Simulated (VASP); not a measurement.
SiNi: single point with PBEsol

SiNi:

```xyz
4
Lattice="3.0266 0.0000 0.0000 0.0000 3.2735 0.0000 0.0000 0.0000 4.6978" Properties=species:S:1:pos:R:3 pbc="T T T"
Si    1.4608    1.5899    3.7340
Si    0.0719    0.2023    1.1507
Ni    1.4551    1.1602    1.3885
Ni    0.0388    0.3211    3.1224
```

This cell differs from its parent crystal: atoms moved at random.

| Quantity | Value |
| --- | --- |
| Program | VASP 6.6.1 |
| Task | single point |
| Functional | PBEsol |
| Potentials or basis | VASP PAW PBE potentials, release 64 (Si, Ni) |
| Cutoff | 520 eV |
| k mesh | 16 × 14 × 10 |
| Occupations | gaussian, width 0.15 eV |
| Spin | no spin polarisation |

```
Pressure               : 56.9 GPa
Largest force          : 14.953 eV/Å
Band gap on the k mesh : zero (bands 14 and 15 overlap by 2.85 eV)
```

Forces on the atoms (eV/Å):
```
Si    1.179   3.213   2.737
Si   -6.468 -10.889  -7.949
Ni    6.861  11.213   2.610
Ni   -1.572  -3.537   2.601
```

Stress tensor (GPa, compression positive):
```
93.33 28.98  5.97
28.98 40.21 20.88
 5.97 20.88 37.13
```

Levels at points of the mesh, in eV from the Fermi level:
| k point | band 10 | band 11 | band 12 | band 13 | band 14 | band 15 | band 16 | band 17 | band 18 | band 19 |
| --- | --- | --- | --- | --- | --- | --- | --- | --- | --- | --- |
| (0.00, 0.00, 0.00) | -3.07 | -2.99 | -2.22 | -1.76 | 1.24 | 1.70 | 3.12 | 4.83 | 6.29 | 6.73 |
| (0.50, 0.00, 0.00) | -3.09 | -2.95 | -2.25 | -2.10 | -1.50 | 0.99 | 1.42 | 2.87 | 4.07 | 7.12 |
| (0.00, 0.50, 0.00) | -3.14 | -2.71 | -2.23 | -2.18 | -1.02 | -0.19 | 1.60 | 4.67 | 6.84 | 7.85 |
| (0.50, 0.50, 0.00) | -3.01 | -2.73 | -2.26 | -2.01 | -1.34 | 0.06 | 0.41 | 1.83 | 2.30 | 3.31 |
| (0.00, 0.00, 0.50) | -2.92 | -2.65 | -2.35 | 1.56 | 1.70 | 2.72 | 3.38 | 3.56 | 4.11 | 4.90 |
| (0.50, 0.00, 0.50) | -3.38 | -3.28 | -2.56 | -2.07 | -1.70 | 3.83 | 4.54 | 4.74 | 4.78 | 6.96 |
| (0.00, 0.50, 0.50) | -3.02 | -2.53 | -2.32 | -2.24 | -2.08 | 4.21 | 5.17 | 6.27 | 6.30 | 6.86 |
| (0.50, 0.50, 0.50) | -3.14 | -2.75 | -2.22 | -1.93 | -1.46 | -1.05 | -0.73 | 0.33 | 0.59 | 7.98 |

Wall time 17 min on 1 thread of Intel Xeon 8259CL, on a shared host, peak memory 0.98 GiB.

Caveat: the cell differs from its parent crystal (atoms moved at random); the cell stands under pressure; the PAW data sets were made with another functional, which shifts forces and pressure a little. Spin polarisation is off, so any magnetic state and its effect on volume and gap are missing.
